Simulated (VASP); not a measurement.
Runs of VASP 6.6.1 on Tl. The structure is that of space group P6_3/mmc (No. 194), or close to it. The cells are those of the table. 

```tsv
cell	k mesh	gap on the mesh (eV)	pressure (GPa)
a = 3.522, b = 3.522, c = 11.432 Å, angles 90.0, 90.0, 120.0°, 4 atoms	12 × 12 × 4	none	(a)
a = 3.478, b = 3.478, c = 11.289 Å, angles 90.0, 90.0, 120.0°, 4 atoms	12 × 12 × 4	none	-1.3
a = 3.433, b = 3.433, c = 11.142 Å, angles 90.0, 90.0, 120.0°, 4 atoms	14 × 14 × 4	none	0.0
a = 3.565, b = 3.565, c = 11.571 Å, angles 90.0, 90.0, 120.0°, 4 atoms	12 × 12 × 4	none	-3.1
```

Alike in all rows: task single point; level PBEsol; potentials or basis VASP PAW PBE potentials, release 64 (Tl_d); no spin polarisation; cutoff (eV) 520; smearing fermi-dirac 0.1 eV.

**Question.** Fill in the values left out.

**Answer.** (a) -2.3.

Caveats: the PAW data sets were made with another functional, which shifts forces and pressure a little; spin-orbit coupling is left out, which moves the levels of the heavy elements; the cell stands under tension (at least some runs).

A k mesh can miss the band edges, and the runs leave out spin-orbit coupling on Tl.

A gap of «none» marks levels without a gap at the run's occupations.
